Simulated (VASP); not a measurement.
# Cd (P6/mmm) in VASP: a series of runs

Runs on Cd. Level: PBEsol. Tasks: single point.

All numbers are computed with VASP 6.6.1; they aren't measurements. Logs are shortened: lines on timing, memory, paths and dates and some standing lists are left out, and cuts for length are marked.

### 1 The cell of the first run

The structure is hexagonal, space group P6/mmm (No. 191). The conventional cell has a = 5.191 Å, b = 5.191 Å, c = 3.108 Å, α = 90.00°, β = 90.00°, γ = 120.00°. Cd (site symmetry 6/mmm) has 14 Cd at 3.11 to 3.38 Å within 4.1 Å. Within 3.9 Å of Cd (site symmetry -6m2) lie 11 Cd at 3.00 to 3.38 Å.

### 2 Single point, PBEsol (volume scaled by 1.12)

The input, INCAR:

```
PREC = Accurate
ENCUT = 520
EDIFF = 1E-6
ISMEAR = -1
SIGMA = 0.1
LREAL = False
LASPH = True
NELM = 100
ALGO = Normal
ISIF = 2
LWAVE = False
LCHARG = False
GGA = PS
NBANDS = 25
```

The input, KPOINTS:

```
regular mesh
0
Gamma
  8 8 12
```

The input, POSCAR:

```
Cd
1.0
    5.1910820127      0.0000000000      0.0000000000
   -2.5955410064      4.4956088962      0.0000000000
    0.0000000000      0.0000000000      3.1084098748
Cd
3
Direct
    1.0000000000      0.0000000000      0.0000000000
    0.3333333333      0.6666666667      0.5000000000
    0.6666666667      0.3333333333      0.5000000000
```

Potentials or basis: VASP PAW PBE potentials, release 64 (Cd).

The run is started by

```sh
> cat potpaw_PBE.64/Cd/POTCAR > POTCAR
> mpirun -np 1 vasp_std > vasp.out
```

OUTCAR:

```text
PREC = Accurate
   ENCUT = 520
   EDIFF = 1E-6
   ISMEAR = -1
   LREAL = False
   LASPH = True
   NELM = 100
   ISIF = 2
   GGA = PS

 ion  position               nearest neighbor table
   1  0.000  0.000  0.000-   2 3.38   3 3.38   2 3.38   3 3.38   3 3.38   3 3.38   2 3.38   2 3.38
                             3 3.38   3 3.38   2 3.38   2 3.38
   2  0.333  0.667  0.500-   3 3.00   3 3.00   3 3.00   1 3.38   1 3.38   1 3.38   1 3.38   1 3.38
                             1 3.38
   3  0.667  0.333  0.500-   2 3.00   2 3.00   2 3.00   1 3.38   1 3.38   1 3.38   1 3.38   1 3.38
                             1 3.38

  LATTYP: Found a hexagonal cell.
 ALAT       =     5.1910820127
 C/A-ratio  =     0.5987980670

  Lattice vectors:

 A1 = (   5.1910820127,   0.0000000000,   0.0000000000)
 A2 = (  -2.5955410064,   4.4956088962,   0.0000000000)
 A3 = (   0.0000000000,   0.0000000000,   3.1084098748)

Analysis of symmetry for initial positions (statically):
=====================================================================
 Subroutine PRICEL returns:
 Original cell was already a primitive cell.

 Routine SETGRP: Setting up the symmetry group for a
 hexagonal supercell.

 Subroutine GETGRP returns: Found 24 space group operations
 (whereof 24 operations were pure point group operations)
 out of a pool of 24 trial point group operations.

The static configuration has the point symmetry D_6h.

Analysis of symmetry for dynamics (positions and initial velocities):
=====================================================================
 Subroutine PRICEL returns:
 Original cell was already a primitive cell.

 Routine SETGRP: Setting up the symmetry group for a
 hexagonal supercell.

 Subroutine GETGRP returns: Found 24 space group operations
 (whereof 24 operations were pure point group operations)
 out of a pool of 24 trial point group operations.

The dynamic configuration has the point symmetry D_6h.

 Subroutine INISYM returns: Found 24 space group operations
 (whereof 24 operations are pure point group operations),
 and found     1 'primitive' translations

----------------------------------------------------------------------------------------

                                     Primitive cell

  volume of cell :      72.5412

  direct lattice vectors                    reciprocal lattice vectors
     5.191082013  0.000000000  0.000000000     0.192638066  0.111219639  0.000000000
    -2.595541006  4.495608896  0.000000000     0.000000000  0.222439279  0.000000000
     0.000000000  0.000000000  3.108409875     0.000000000  0.000000000  0.321707896

  length of vectors
     5.191082013  5.191082013  3.108409875     0.222439279  0.222439279  0.321707896

  position of ions in fractional coordinates (direct lattice)
     0.000000000  0.000000000  0.000000000
     0.333333333  0.666666667  0.500000000
     0.666666667  0.333333333  0.500000000

  ion indices of the primitive-cell ions
   primitive index   ion index
                 1           1
                 2           2
                 3           3

----------------------------------------------------------------------------------------

 KPOINTS: regular mesh

Automatic generation of k-mesh.
 Grid dimensions read from file:
 generate k-points for:    8    8   12

 Generating k-lattice:

  Cartesian coordinates                     Fractional coordinates (reciprocal lattice)
     0.024079758  0.013902455  0.000000000     0.125000000 -0.000000000  0.000000000
     0.000000000  0.027804910  0.000000000     0.000000000  0.125000000  0.000000000
     0.000000000  0.000000000  0.026808991     0.000000000  0.000000000  0.083333333

  Length of vectors
     0.027804910  0.027804910  0.026808991

  Shift w.r.t. Gamma in fractional coordinates (k-lattice)
     0.000000000  0.000000000  0.000000000

 Subroutine IBZKPT returns following result:
 ===========================================

 Found     70 irreducible k-points:

 Following reciprocal coordinates:
            Coordinates               Weight
  0.000000  0.000000  0.000000      1.000000
  0.125000  0.000000  0.000000      6.000000
  0.250000  0.000000  0.000000      6.000000
  0.375000  0.000000  0.000000      6.000000
  0.500000  0.000000  0.000000      3.000000
  0.125000  0.125000  0.000000      6.000000
[... 16 lines left out ...]
  0.250000  0.000000  0.166667     12.000000
  0.375000  0.000000  0.166667     12.000000
 [... further k-points ...]
   k-points           NKPTS =     70   k-points in BZ     NKDIM =     70   number of bands    NBANDS=     25
   number of dos      NEDOS =    301   number of ions     NIONS =      3
   total plane-waves  NPLWV =  38400
   dimension x,y,z NGX =    40 NGY =   40 NGZ =   24
   dimension x,y,z NGXF=    80 NGYF=   80 NGZF=   48
   ions per type =               3
   NGX,Y,Z   is equivalent  to a cutoff of  12.81, 12.81, 12.84 a.u.
   NGXF,Y,Z  is equivalent  to a cutoff of  25.62, 25.62, 25.67 a.u.
 SYSTEM =  unknown system
   PREC   = accura    normal or accurate (medium, high low for compatibility)
   ISTART =      0    job   : 0-new  1-cont  2-samecut
   ICHARG =      2    charge: 1-file 2-atom 10-const
   ISPIN  =      1    spin polarized calculation?
   LNONCOLLINEAR =      F non collinear calculations
   LSORBIT =      F    spin-orbit coupling
   LASPH  =      T    aspherical Exc in radial PAW
   ENCUT  =  520.0 eV  38.22 Ry    6.18 a.u.   9.65  9.65  5.78*2*pi/ulx,y,z
   NELM   =    100;   NELMIN=  2; NELMDL= -5     # of ELM steps
   EDIFF  = 0.1E-05   stopping-criterion for ELM
   LREAL  =      F    real-space projection
   EDIFFG = 0.1E-04   stopping-criterion for IOM
   NSW    =      0    number of steps for IOM
   IBRION =     -1    ionic relax: 0-MD 1-quasi-New 2-CG
   NFREE  =      0    steps in history (QN), initial steepest desc. (CG)
   ISIF   =      2    stress and relaxation
   ISYM   =      2    0-nonsym 1-usesym 2-fastsym
   POTIM  = 0.5000    time-step for ionic-motion
   TEBEG  =    0.0;   TEEND  =   0.0 temperature during run
   PSTRESS=    0.0 pullay stress
   NELECT =      36.0000    total number of electrons
   NUPDOWN=      -1.0000    fix difference up-down
   EMIN   =  10.00;   EMAX   =-10.00  energy-range for DOS
   EFERMI =   0.00;   METHOD = LEGACY
   ISMEAR =    -1;   SIGMA  =   0.10  broadening in eV -4-tet -1-fermi 0-gaus
   EFERMI_NEDOS =   21; number of points for ismear=-14 and -15
   IALGO  =     38    algorithm
   IMIX   =      4    mixing-type and parameters
     AMIX     =   0.40;   BMIX     =  1.00
     AMIX_MAG =   1.60;   BMIX_MAG =  1.00
  volume/ion in A,a.u.               =      24.18       163.18
  Fermi-wavevector in a.u.,A,eV,Ry     =   1.296127  2.449324 22.857029  1.679944
  Thomas-Fermi vector in A             =   2.427603
   LORBIT       =      0    0 simple, 1 ext, 2 COOP (PROOUT), +10 PAW based schemes
   GGA     = PS    functional components
   LHFCALC =     F    Hartree Fock is set to
   AEXX    =    0.0000 exact exchange contribution
   IVDW    =     0    specifies the selected vdW correction
   LEPSILON=     F    determine dielectric tensor
   LRPA    =     F    only Hartree local field effects (RPA)
 non-spin polarized calculation
  energy-cutoff  :      520.00
  volume of cell :       72.54
 maximum number of plane-waves:      1974
 NGX is ok and might be reduce to    40
   NGX = 19   NGY = 19   NGZ = 11

 number of electron      35.9999998 magnetization

 Free energy of the ion-electron system (eV)
  ---------------------------------------------------
  ext. energy  EPLUGINS =         0.00000000
  ---------------------------------------------------
  free energy    TOTEN  =        -3.26988643 eV

  energy without entropy =       -3.23267495  energy(sigma->0) =       -3.25128069

 E-fermi :   1.9779     XC(G=0): -10.6231

 val. band max:        1.9359876451   @ k =   0.3750   0.1250   0.4167
 cond. band min:       1.9781170454   @ k =   0.3750   0.1250   0.4167
 fundamental gap:      0.0421294003
 Fermi energy:         1.9778518385

 k-point     1 :       0.0000    0.0000    0.0000
  band No.  band energies     occupation
      1      -7.4396      2.00000
      2      -6.9965      2.00000
      3      -6.9797      2.00000
      4      -6.8571      2.00000
      5      -6.8571      2.00000
      6      -6.6991      2.00000
[... 17 lines left out ...]
     24      13.6342      0.00000
     25      16.6214      0.00000

 k-point     2 :       0.1250    0.0000    0.0000
  band No.  band energies     occupation
      1      -7.4189      2.00000
      2      -7.0267      2.00000
      3      -7.0064      2.00000
      4      -6.9366      2.00000
      5      -6.9273      2.00000
      6      -6.7412      2.00000
[... 17 lines left out ...]
     24      13.6832      0.00000
     25      15.2209      0.00000

 k-point     3 :       0.2500    0.0000    0.0000
  band No.  band energies     occupation
      1      -7.3633      2.00000
      2      -7.1562      2.00000
      3      -7.0550      2.00000
      4      -7.0286      2.00000
      5      -6.9843      2.00000
      6      -6.7725      2.00000
[... 17 lines left out ...]
     24      12.8384      0.00000
     25      13.1955      0.00000

 k-point     4 :       0.3750    0.0000    0.0000
  band No.  band energies     occupation
      1      -7.2880      2.00000
      2      -7.2770      2.00000
      3      -7.1169      2.00000
      4      -7.0806      2.00000
      5      -7.0129      2.00000
      6      -6.8026      2.00000
[... 17 lines left out ...]
     24      11.1037      0.00000
     25      11.2095      0.00000
[... 477 lines left out ...]
 k-point    22 :       0.1250    0.0000    0.1667
  band No.  band energies     occupation
      1      -7.2442      2.00000
      2      -7.0083      2.00000
      3      -6.9896      2.00000
      4      -6.8565      2.00000
      5      -6.8538      2.00000
      6      -6.8379      2.00000
[... 17 lines left out ...]
     24      12.4883      0.00000
     25      13.2121      0.00000

 k-point    23 :       0.2500    0.0000    0.1667
  band No.  band energies     occupation
      1      -7.2121      2.00000
      2      -7.1084      2.00000
      3      -7.0591      2.00000
      4      -6.8942      2.00000
      5      -6.8565      2.00000
      6      -6.8272      2.00000
[... 17 lines left out ...]
     24      10.9783      0.00000
     25      12.5444      0.00000

 k-point    24 :       0.3750    0.0000    0.1667
  band No.  band energies     occupation
      1      -7.2290      2.00000
      2      -7.1164      2.00000
      3      -7.0980      2.00000
      4      -6.9490      2.00000
      5      -6.8431      2.00000
      6      -6.8209      2.00000
[... 17 lines left out ...]
     24      10.3356      0.00000
     25      10.9895      0.00000

 [... further k-points ...]
[... 5 lines left out ...]
  --------------------------------------------------------------------------------------
  -------------------------------------------------------------------------------------
  Total       -1.7640649     -1.7640649     -1.9424817      0.0000000     -0.0000000     -0.0000000
  in kB      -38.9619289    -38.9619289    -42.9025223      0.0000000     -0.0000000     -0.0000000
  external PRESSURE =     -40.2754601 kB  Pullay stress =       0.0000000 kB

 VOLUME and BASIS-vectors are now :
 -----------------------------------------------------------------------------
  energy-cutoff  :      520.00
  volume of cell :       72.54
      direct lattice vectors                 reciprocal lattice vectors
     5.191082013  0.000000000  0.000000000     0.192638066  0.111219639  0.000000000
    -2.595541006  4.495608896  0.000000000     0.000000000  0.222439279  0.000000000
     0.000000000  0.000000000  3.108409875     0.000000000  0.000000000  0.321707896

 POSITION                                       TOTAL-FORCE (eV/Angst)
 -----------------------------------------------------------------------------------
      0.00000      0.00000      0.00000         0.000000      0.000000      0.000000
     -0.00000      2.99707      1.55420         0.000000      0.000000      0.000000
      2.59554      1.49854      1.55420        -0.000000     -0.000000      0.000000
 -----------------------------------------------------------------------------------
    total drift:                                0.000000     -0.000000      0.000000

  FREE ENERGIE OF THE ION-ELECTRON SYSTEM (eV)
  ---------------------------------------------------
  free  energy   TOTEN  =        -3.2698864335 eV

  energy  without entropy=       -3.2326749478  energy(sigma->0) =       -3.25128069
```

Run time: 58 s. Hardware: 1 thread of Intel Xeon Platinum 8259CL at 2.50GHz (Skylake/Cascade Lake), shared host; peak memory 0.24 GiB.

What came out:

```yaml
Free_energy: -3.2699 eV
Pressure: -4.0 GPa
Band_gap_on_the_k_mesh: zero (band 18 reaches 5.35 eV, above the bottom of band 19 at 0.80 eV)
```

Levels at points of the mesh, in eV from the Fermi level:
```csv
k point,band 15,band 16,band 17,band 18,band 19,band 20,band 21,band 22
"(0.00, 0.00, 0.00)",-8.15,-8.11,0.05,0.25,0.87,0.87,0.91,0.91
"(0.50, 0.00, 0.00)",-8.11,-5.88,-5.85,-1.82,-1.18,6.31,6.34,7.16
"(0.00, 0.00, 0.50)",-7.96,-3.56,-3.21,3.37,3.54,3.54,3.55,4.31
"(0.50, 0.00, 0.50)",-8.03,-1.93,-1.36,-1.23,-0.77,2.32,2.37,2.56
```

Caveat: the cell differs from its parent crystal (volume scaled by 1.12); the PAW data sets were made with another functional, which shifts forces and pressure a little.

### 3 Single point, PBEsol

This run uses another cell than the first one, of 21.59 Å³/atom, 0.893 times its volume.

The input, INCAR:

```
SYSTEM = Cd
PREC = Accurate
ENCUT = 520
EDIFF = 1E-6
ISMEAR = -1
SIGMA = 0.1
LREAL = .False.
LASPH = .True.
NELM = 80
ALGO = Normal
ISIF = 2
LWAVE = .False.
LCHARG = .False.
GGA = PS
NBANDS = 25
```

The input, KPOINTS:

```
regular mesh
0
Gamma
  10 10 14
  0 0 0
```

The input, POSCAR:

```
Cd
1.0
    4.9986402593      0.0000000000      0.0000000000
   -2.4993201296      4.3289494489      0.0000000000
    0.0000000000      0.0000000000      2.9931761248
Cd
3
Direct
    1.0000000000      0.0000000000      0.0000000000
    0.3333333333      0.6666666667      0.5000000000
    0.6666666667      0.3333333333      0.5000000000
```

Potentials or basis: VASP PAW PBE potentials, release 64 (Cd).

The run is started by

```sh
> cat potpaw_PBE.64/Cd/POTCAR > POTCAR
> mpirun -np 1 vasp_std > vasp.out
```

OUTCAR:

```text
SYSTEM = Cd
   PREC = Accurate
   ENCUT = 520
   EDIFF = 1E-6
   ISMEAR = -1
   LREAL = .False.
   LASPH = .True.
   NELM = 80
   ISIF = 2
   GGA = PS

 ion  position               nearest neighbor table
   1  0.000  0.000  0.000-   2 3.25   3 3.25   2 3.25   3 3.25   2 3.25   2 3.25   3 3.25   3 3.25
                             3 3.25   3 3.25   2 3.25   2 3.25
   2  0.333  0.667  0.500-   3 2.89   3 2.89   3 2.89   1 3.25   1 3.25   1 3.25   1 3.25   1 3.25
                             1 3.25
   3  0.667  0.333  0.500-   2 2.89   2 2.89   2 2.89   1 3.25   1 3.25   1 3.25   1 3.25   1 3.25
                             1 3.25

  LATTYP: Found a hexagonal cell.
 ALAT       =     4.9986402593
 C/A-ratio  =     0.5987980670

  Lattice vectors:

 A1 = (   4.9986402593,   0.0000000000,   0.0000000000)
 A2 = (  -2.4993201296,   4.3289494489,   0.0000000000)
 A3 = (   0.0000000000,   0.0000000000,   2.9931761248)

Analysis of symmetry for initial positions (statically):
=====================================================================
 Subroutine PRICEL returns:
 Original cell was already a primitive cell.

 Routine SETGRP: Setting up the symmetry group for a
 hexagonal supercell.

[... 163 lines left out ...]
  ---------------------------------------------------
  free energy    TOTEN  =        -3.36639993 eV

  energy without entropy =       -3.32941431  energy(sigma->0) =       -3.34790712

 E-fermi :   2.8138     XC(G=0): -11.2162

 val. band max:        2.7641619093   @ k =   0.5000   0.0000   0.2857
 cond. band min:       2.8141543001   @ k =   0.2000   0.0000   0.2143
 fundamental gap:      0.0499923908
 Fermi energy:         2.8138316885

 k-point     1 :       0.0000    0.0000    0.0000
  band No.  band energies     occupation
      1      -7.1150      2.00000
      2      -6.5502      2.00000
      3      -6.5259      2.00000
      4      -6.3698      2.00000
      5      -6.3698      2.00000
      6      -6.1983      2.00000
[... 661 lines left out ...]
     24      12.1927      0.00000
     25      12.3224      0.00000

 [... further k-points ...]
[... 5 lines left out ...]
  --------------------------------------------------------------------------------------
  -------------------------------------------------------------------------------------
  Total        0.0897289      0.0897289      0.1826528      0.0000000     -0.0000000      0.0000000
  in kB        2.2196081      2.2196081      4.5182511      0.0000000     -0.0000000      0.0000000
  external PRESSURE =       2.9858224 kB  Pullay stress =       0.0000000 kB

 VOLUME and BASIS-vectors are now :
 -----------------------------------------------------------------------------
  energy-cutoff  :      520.00
  volume of cell :       64.77
      direct lattice vectors                 reciprocal lattice vectors
     4.998640259  0.000000000  0.000000000     0.200054404  0.115501464  0.000000000
    -2.499320130  4.328949449  0.000000000     0.000000000  0.231002928  0.000000000
     0.000000000  0.000000000  2.993176125     0.000000000  0.000000000  0.334093270

 POSITION                                       TOTAL-FORCE (eV/Angst)
 -----------------------------------------------------------------------------------
      0.00000      0.00000      0.00000         0.000000     -0.000000     -0.000000
     -0.00000      2.88597      1.49659        -0.000000      0.000000      0.000000
      2.49932      1.44298      1.49659         0.000000     -0.000000     -0.000000
 -----------------------------------------------------------------------------------
    total drift:                                0.000000     -0.000000      0.000000

  FREE ENERGIE OF THE ION-ELECTRON SYSTEM (eV)
  ---------------------------------------------------
  free  energy   TOTEN  =        -3.3663999333 eV

  energy  without entropy=       -3.3294143107  energy(sigma->0) =       -3.34790712
```

Run time: 94 s. Hardware: 1 thread of Intel Xeon Platinum 8259CL at 2.50GHz (Skylake/Cascade Lake), shared host; peak memory 0.27 GiB.

What came out:

```
Free energy            : -3.3664 eV
Pressure               : 0.3 GPa
Band gap on the k mesh : zero (band 18 reaches 6.27 eV, above the bottom of band 19 at 1.77 eV)
```

Stress tensor (GPa, compression positive):
```
0.22 0.00 0.00
0.00 0.22 0.00
0.00 0.00 0.45
```

Caveat: the PAW data sets were made with another functional, which shifts forces and pressure a little.
